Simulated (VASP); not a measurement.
# Li (Im-3m) in VASP: further runs, part 2 of 2

VASP 6.6.1. The steps go on from the part before.

## (4) Single point, HSE06

This run uses another cell than the first one, of 21.17 Å³/atom.

Input file POSCAR:

```
Li
1.0
   -1.7426341746      1.7426341746      1.7426341746
    1.7426341746     -1.7426341746      1.7426341746
    1.7426341746      1.7426341746     -1.7426341746
Li
1
Direct
    0.0000000000      0.0000000000      0.0000000000
```

Input file INCAR.step1:

```
  PREC = Accurate
  ENCUT = 520
  EDIFF = 1E-5
  ISMEAR = -1
  SIGMA = 0.1
  LREAL = F
  LASPH = T
  NELM = 60
  ALGO = Normal
  ISIF = 2
  LWAVE = T
  NBANDS = 8
  GGA = PE
```

Input file INCAR.step2:

```
  PREC = Accurate
  ENCUT = 520
  EDIFF = 1E-6
  ISMEAR = -1
  SIGMA = 0.1
  LREAL = F
  LASPH = T
  NELM = 60
  ALGO = Normal
  ISIF = 2
  LWAVE = F
  LCHARG = T
  GGA = PE
  LHFCALC = T
  HFSCREEN = 0.2079
  PRECFOCK = Normal
  LELF = T
  LVHAR = T
  NBANDS = 8
  ISTART = 1
```

Input file KPOINTS:

```
regular mesh
0
Gamma
  6 6 6
```

Potentials or basis: VASP PAW PBE potentials, release 64 (Li_sv).

Started as:

```bash
cat potpaw_PBE.64/Li_sv/POTCAR > POTCAR
cp INCAR.step1 INCAR
mpirun -np 1 vasp_std > vasp.out
cp INCAR.step2 INCAR
mpirun -np 1 vasp_std > vasp.out
```

OUTCAR:

```text
PREC = Accurate
   ENCUT = 520
   EDIFF = 1E-6
   ISMEAR = -1
   LREAL = F
   LASPH = T
   NELM = 60
   ISIF = 2
   GGA = PE
   LHFCALC = T
   HFSCREEN = 0.2079
   PRECFOCK = Normal
   ISTART = 1

 ion  position               nearest neighbor table
   1  0.000  0.000  0.000-

  LATTYP: Found a body centered cubic cell.
 ALAT       =     3.4852683492

  Lattice vectors:
[... 352 lines left out ...]
      3       6.4736      0.00000
      4       6.4737      0.00000
      5       8.6241      0.00000
      6       8.6241      0.00000
      7      14.3281      0.00000
      8      29.2799      0.00000

------------------------ aborting loop because EDIFF is reached ----------------------------------------

  FORCE on cell =-STRESS in cart. coord.  units (eV):
  Direction    XX          YY          ZZ          XY          YZ          ZX
  --------------------------------------------------------------------------------------
  -------------------------------------------------------------------------------------
  Total       -0.0239680     -0.0239680     -0.0239680     -0.0000000      0.0000000     -0.0000000
  in kB       -1.8141078     -1.8141078     -1.8141078     -0.0000000      0.0000000     -0.0000000
  external PRESSURE =      -1.8141078 kB  Pullay stress =       0.0000000 kB

 VOLUME and BASIS-vectors are now :
 -----------------------------------------------------------------------------
  energy-cutoff  :      520.00
  volume of cell :       21.17
      direct lattice vectors                 reciprocal lattice vectors
    -1.742634175  1.742634175  1.742634175     0.000000000  0.286921953  0.286921953
     1.742634175 -1.742634175  1.742634175     0.286921953  0.000000000  0.286921953
     1.742634175  1.742634175 -1.742634175     0.286921953  0.286921953  0.000000000

 POSITION                                       TOTAL-FORCE (eV/Angst)
 -----------------------------------------------------------------------------------
      0.00000      0.00000      0.00000        -0.000000      0.000000      0.000000
 -----------------------------------------------------------------------------------
    total drift:                                0.000002     -0.000001     -0.000001

  FREE ENERGIE OF THE ION-ELECTRON SYSTEM (eV)
  ---------------------------------------------------
  free  energy   TOTEN  =        -1.9521999991 eV

  energy  without entropy=       -1.9206511418  energy(sigma->0) =       -1.93642557
```

OSZICAR.step1:

```text
N       E                     dE             d eps       ncg     rms          rms(c)
DAV:   1     0.230617155873E+00    0.23062E+00   -0.66747E+02   256   0.245E+02
DAV:   2    -0.186603887944E+01   -0.20967E+01   -0.20922E+01   408   0.372E+01
DAV:   3    -0.189107404749E+01   -0.25035E-01   -0.25035E-01   272   0.333E+00
DAV:   4    -0.189159725408E+01   -0.52321E-03   -0.52321E-03   408   0.373E-01
DAV:   5    -0.189159773936E+01   -0.48528E-06   -0.48531E-06   280   0.137E-02    0.255E-01
DAV:   6    -0.189039929912E+01    0.11984E-02   -0.28805E-04   440   0.702E-02    0.144E-01
DAV:   7    -0.188978343592E+01    0.61586E-03   -0.66458E-04   408   0.102E-01    0.267E-02
DAV:   8    -0.188978641637E+01   -0.29804E-05   -0.60937E-06   288   0.174E-02
   1 F= -.18897864E+01 E0= -.18734978E+01  d E =-.325773E-01
```

Wall time 39 s (1 thread of Intel Xeon 6975P-C (Granite Rapids), shared host); peak memory 0.22 GiB.

What came out:

| Item | Value |
| --- | --- |
| Free energy | -1.9522 eV |
| Band gap on the k mesh | zero (an odd number of electrons rules out a gap without spin polarisation) |

Caveat: the k points lie up to 0.42 Å⁻¹ apart, too coarse for converged energies and pressures of a metal; the cutoff is under 1.25 times the usual one of these potentials, so pressure, stress and relaxed cells hold a basis-set (Pulay) error; the PAW data sets were made with another functional, which shifts forces and pressure a little.

## (5) Single point, HSE06

This run uses another cell than the first one, of 21.17 Å³/atom.

POSCAR is that of step 4.

Input file INCAR.step1:

```
SYSTEM = Li
ALGO     = Normal         ! electronic algorithm
EDIFF    = 1E-5           ! SCF threshold, eV
ENCUT    = 520            ! plane-wave cutoff, eV
GGA      = PE             ! functional
ISIF     = 2              ! what is computed and relaxed
ISMEAR   = -1             ! smearing method
LASPH    = .True.         ! aspherical terms in the spheres
LCHARG   = .False.        ! write CHGCAR
LREAL    = .False.        ! projectors in reciprocal space
LWAVE    = .True.         ! write WAVECAR
NBANDS   = 8              ! bands
NELM     = 60             ! most SCF steps
PREC     = Accurate       ! precision mode
SIGMA    = 0.1            ! smearing width, eV
```

Input file INCAR.step2:

```
SYSTEM = Li
ALGO     = Normal         ! electronic algorithm
EDIFF    = 1E-6           ! SCF threshold, eV
ENCUT    = 520            ! plane-wave cutoff, eV
GGA      = PE             ! functional
HFSCREEN = 0.2079         ! screening, 1/A
ISIF     = 2              ! what is computed and relaxed
ISMEAR   = -1             ! smearing method
ISTART   = 1            
LASPH    = .True.         ! aspherical terms in the spheres
LCHARG   = .False.        ! write CHGCAR
LHFCALC  = .True.         ! exact exchange
LREAL    = .False.        ! projectors in reciprocal space
LWAVE    = .False.        ! write WAVECAR
NBANDS   = 8              ! bands
NELM     = 60             ! most SCF steps
PREC     = Accurate       ! precision mode
PRECFOCK = Normal       
SIGMA    = 0.1            ! smearing width, eV
```

Input file KPOINTS:

```
k-points
0
Gamma
  6 6 6
  0 0 0
```

Potentials or basis: VASP PAW PBE potentials, release 64 (Li_sv).

Started as:

```bash
cat potpaw_PBE.64/Li_sv/POTCAR > POTCAR
cp INCAR.step1 INCAR
mpirun -np 1 vasp_std > vasp.out
cp INCAR.step2 INCAR
mpirun -np 1 vasp_std > vasp.out
```

OUTCAR:

```text
SYSTEM = Li
   EDIFF = 1E-6
   ENCUT = 520
   GGA = PE
   HFSCREEN = 0.2079
   ISIF = 2
   ISMEAR = -1
   ISTART = 1
   LASPH = .True.
   LHFCALC = .True.
   LREAL = .False.
   NELM = 60
   PREC = Accurate
   PRECFOCK = Normal

 ion  position               nearest neighbor table
   1  0.000  0.000  0.000-

  LATTYP: Found a body centered cubic cell.
 ALAT       =     3.4852683492

  Lattice vectors:

 A1 = (  -1.7426341746,   1.7426341746,   1.7426341746)
 A2 = (   1.7426341746,  -1.7426341746,   1.7426341746)
 A3 = (   1.7426341746,   1.7426341746,  -1.7426341746)

Analysis of symmetry for initial positions (statically):
=====================================================================
 Subroutine PRICEL returns:
 Original cell was already a primitive cell.

 Routine SETGRP: Setting up the symmetry group for a
 body centered cubic supercell.

 Subroutine GETGRP returns: Found 48 space group operations
 (whereof 48 operations were pure point group operations)
 out of a pool of 48 trial point group operations.

The static configuration has the point symmetry O_h .

Analysis of symmetry for dynamics (positions and initial velocities):
=====================================================================
 Subroutine PRICEL returns:
 Original cell was already a primitive cell.

 Routine SETGRP: Setting up the symmetry group for a
 body centered cubic supercell.

 Subroutine GETGRP returns: Found 48 space group operations
 (whereof 48 operations were pure point group operations)
 out of a pool of 48 trial point group operations.

The dynamic configuration has the point symmetry O_h .

 Subroutine INISYM returns: Found 48 space group operations
 (whereof 48 operations are pure point group operations),
 and found     1 'primitive' translations

----------------------------------------------------------------------------------------

                                     Primitive cell

  volume of cell :      21.1679

  direct lattice vectors                    reciprocal lattice vectors
    -1.742634175  1.742634175  1.742634175     0.000000000  0.286921953  0.286921953
     1.742634175 -1.742634175  1.742634175     0.286921953  0.000000000  0.286921953
     1.742634175  1.742634175 -1.742634175     0.286921953  0.286921953  0.000000000

  length of vectors
     3.018330929  3.018330929  3.018330929     0.405768917  0.405768917  0.405768917

  position of ions in fractional coordinates (direct lattice)
     0.000000000  0.000000000  0.000000000

  ion indices of the primitive-cell ions
   primitive index   ion index
                 1           1

----------------------------------------------------------------------------------------

 KPOINTS: k-points

Automatic generation of k-mesh.
 Grid dimensions read from file:
 generate k-points for:    6    6    6

 Generating k-lattice:

  Cartesian coordinates                     Fractional coordinates (reciprocal lattice)
     0.000000000  0.047820325  0.047820325     0.166666667  0.000000000  0.000000000
     0.047820325  0.000000000  0.047820325     0.000000000  0.166666667  0.000000000
     0.047820325  0.047820325  0.000000000     0.000000000  0.000000000  0.166666667

  Length of vectors
     0.067628153  0.067628153  0.067628153

  Shift w.r.t. Gamma in fractional coordinates (k-lattice)
     0.000000000  0.000000000  0.000000000

 Subroutine IBZKPT returns following result:
 ===========================================

 Found     16 irreducible k-points:

 Following reciprocal coordinates:
            Coordinates               Weight
  0.000000  0.000000  0.000000      1.000000
  0.166667  0.000000  0.000000     12.000000
  0.333333  0.000000  0.000000     12.000000
  0.500000  0.000000  0.000000      6.000000
  0.166667  0.166667  0.000000     24.000000
  0.333333  0.166667 -0.000000     48.000000
[... 8 lines left out ...]
  0.500000  0.500000  0.333333     12.000000
  0.500000  0.500000  0.500000      1.000000
   k-points           NKPTS =     16   k-points in BZ     NKDIM =    216   number of bands    NBANDS=      8
   number of dos      NEDOS =    301   number of ions     NIONS =      1
   total plane-waves  NPLWV =  13824
   dimension x,y,z NGX =    24 NGY =   24 NGZ =   24
   dimension x,y,z NGXF=    48 NGYF=   48 NGZF=   48
   ions per type =               1
   NGX,Y,Z   is equivalent  to a cutoff of  13.22, 13.22, 13.22 a.u.
   NGXF,Y,Z  is equivalent  to a cutoff of  26.44, 26.44, 26.44 a.u.
 SYSTEM =  Li
   PREC   = accura    normal or accurate (medium, high low for compatibility)
   ISTART =      1    job   : 0-new  1-cont  2-samecut
   ICHARG =      0    charge: 1-file 2-atom 10-const
   ISPIN  =      1    spin polarized calculation?
   LNONCOLLINEAR =      F non collinear calculations
   LSORBIT =      F    spin-orbit coupling
   LASPH  =      T    aspherical Exc in radial PAW
   ENCUT  =  520.0 eV  38.22 Ry    6.18 a.u.   5.61  5.61  5.61*2*pi/ulx,y,z
   NELM   =     60;   NELMIN=  2; NELMDL=  0     # of ELM steps
   EDIFF  = 0.1E-05   stopping-criterion for ELM
   LREAL  =      F    real-space projection
   EDIFFG = 0.1E-04   stopping-criterion for IOM
   NSW    =      0    number of steps for IOM
   IBRION =     -1    ionic relax: 0-MD 1-quasi-New 2-CG
   NFREE  =      0    steps in history (QN), initial steepest desc. (CG)
   ISIF   =      2    stress and relaxation
   ISYM   =      3    0-nonsym 1-usesym 2-fastsym
   POTIM  = 0.5000    time-step for ionic-motion
   TEBEG  =    0.0;   TEEND  =   0.0 temperature during run
   PSTRESS=    0.0 pullay stress
   NELECT =       3.0000    total number of electrons
   NUPDOWN=      -1.0000    fix difference up-down
   EMIN   =  10.00;   EMAX   =-10.00  energy-range for DOS
   EFERMI =   0.00;   METHOD = LEGACY
   ISMEAR =    -1;   SIGMA  =   0.10  broadening in eV -4-tet -1-fermi 0-gaus
   EFERMI_NEDOS =   21; number of points for ismear=-14 and -15
   IALGO  =     38    algorithm
   IMIX   =      1    mixing-type and parameters
     AMIX     =   0.40;   BMIX     =  1.00
     AMIX_MAG =   1.60;   BMIX_MAG =  1.00
  volume/ion in A,a.u.               =      21.17       142.85
  Fermi-wavevector in a.u.,A,eV,Ry     =   0.853537  1.612951  9.912190  0.728525
  Thomas-Fermi vector in A             =   1.969995
   LORBIT       =      0    0 simple, 1 ext, 2 COOP (PROOUT), +10 PAW based schemes
   GGA     = PE    functional components
   LHFCALC =     T    Hartree Fock is set to
   PRECFOCK=normal    Normal, Fast or Accurate (Low or Medium for compatibility)
   ENCUT4O =  -1.0   cutoff for four orbital integrals eV
   NKREDX  =     1    reduce k-point grid by
   NKREDY  =     1    reduce k-point grid by
   NKREDZ  =     1    reduce k-point grid by
   AEXX    =    0.2500 exact exchange contribution
   HFSCREEN=    0.2079 screening length (either q_TF or 0.3 A-1)
   HFSCREENC=   0.2079 screening length for correlation (either q_TF or 0.3 A-1)
   ENCUTFOCK=  -1.0 apply spherical cutoff to Coloumb kernel
   IVDW    =     0    specifies the selected vdW correction
   LEPSILON=     F    determine dielectric tensor
   LRPA    =     F    only Hartree local field effects (RPA)
 non-spin polarized calculation
  energy-cutoff  :      520.00
  volume of cell :       21.17
 maximum number of plane-waves:       586
 NGX is ok and might be reduce to    24
  NGX = 18; NGY = 18; NGZ = 18

 number of electron       2.9999990 magnetization

 Free energy of the ion-electron system (eV)
  ---------------------------------------------------
  ext. energy  EPLUGINS =         0.00000000
  ---------------------------------------------------
  free energy    TOTEN  =        -1.95220000 eV

  energy without entropy =       -1.92065114  energy(sigma->0) =       -1.93642557

 E-fermi :   0.5525     XC(G=0):  -5.8681

 val. band max:        0.0506235010   @ k =   0.1667   0.1667   0.1667
 cond. band min:       0.5789025448   @ k =   0.3333   0.1667  -0.0000
 fundamental gap:      0.5282790438
 Fermi energy:         0.5525053803

 k-point     1 :       0.0000    0.0000    0.0000
  band No.  band energies     occupation
      1     -49.7615      2.00000
      2      -3.7592      2.00000
      3      15.5220      0.00000
      4      15.5220      0.00000
      5      15.5221      0.00000
      6      20.0909      0.00000
      7      20.0909      0.00000
      8      20.0909      0.00000
[... 155 lines left out ...]
 k-point    16 :       0.5000    0.5000    0.5000
  band No.  band energies     occupation
      1     -49.7339      2.00000
      2       6.4736      0.00000
      3       6.4736      0.00000
      4       6.4737      0.00000
      5       8.6241      0.00000
      6       8.6241      0.00000
      7      14.3281      0.00000
      8      29.2799      0.00000

------------------------ aborting loop because EDIFF is reached ----------------------------------------

  FORCE on cell =-STRESS in cart. coord.  units (eV):
  Direction    XX          YY          ZZ          XY          YZ          ZX
  --------------------------------------------------------------------------------------
  -------------------------------------------------------------------------------------
  Total       -0.0239680     -0.0239680     -0.0239680     -0.0000000      0.0000000     -0.0000000
  in kB       -1.8141078     -1.8141078     -1.8141078     -0.0000000      0.0000000     -0.0000000
  external PRESSURE =      -1.8141078 kB  Pullay stress =       0.0000000 kB

 VOLUME and BASIS-vectors are now :
 -----------------------------------------------------------------------------
  energy-cutoff  :      520.00
  volume of cell :       21.17
      direct lattice vectors                 reciprocal lattice vectors
    -1.742634175  1.742634175  1.742634175     0.000000000  0.286921953  0.286921953
     1.742634175 -1.742634175  1.742634175     0.286921953  0.000000000  0.286921953
     1.742634175  1.742634175 -1.742634175     0.286921953  0.286921953  0.000000000

 POSITION                                       TOTAL-FORCE (eV/Angst)
 -----------------------------------------------------------------------------------
      0.00000      0.00000      0.00000        -0.000000      0.000000      0.000000
 -----------------------------------------------------------------------------------
    total drift:                                0.000002     -0.000001     -0.000001

  FREE ENERGIE OF THE ION-ELECTRON SYSTEM (eV)
  ---------------------------------------------------
  free  energy   TOTEN  =        -1.9521999991 eV

  energy  without entropy=       -1.9206511418  energy(sigma->0) =       -1.93642557
```

Run time: 37 s. Hardware: 1 thread of Intel Xeon 6975P-C (Granite Rapids), shared host; peak memory 0.22 GiB.

Results:

```
Free energy            : -1.9522 eV
Band gap on the k mesh : zero (an odd number of electrons rules out a gap without spin polarisation)
```

Caveat: the k points lie up to 0.42 Å⁻¹ apart, too coarse for converged energies and pressures of a metal; the cutoff is under 1.25 times the usual one of these potentials, so pressure, stress and relaxed cells hold a basis-set (Pulay) error; the PAW data sets were made with another functional, which shifts forces and pressure a little.

## (6) Summary

| cell | gap on the mesh (eV) |
| --- | --- |
| a = 2.959 Å, angles 109.5°, 1 atom | none |
| a = 2.989 Å, angles 109.5°, 1 atom | none |
| a = 3.018 Å, angles 109.5°, 1 atom | none |

Alike in all rows: task single point; level HSE06; potentials or basis VASP PAW PBE potentials, release 64 (Li_sv); no spin polarisation; k mesh 6 × 6 × 6; cutoff (eV) 520; smearing fermi-dirac 0.1 eV.

Caveats: all runs use coarse meshes; the cutoff is under 1.25 times the usual one of these potentials, so pressure, stress and relaxed cells hold a basis-set (Pulay) error; the PAW data sets were made with another functional, which shifts forces and pressure a little.

Absolute energies hang on the potentials; compare differences alone.
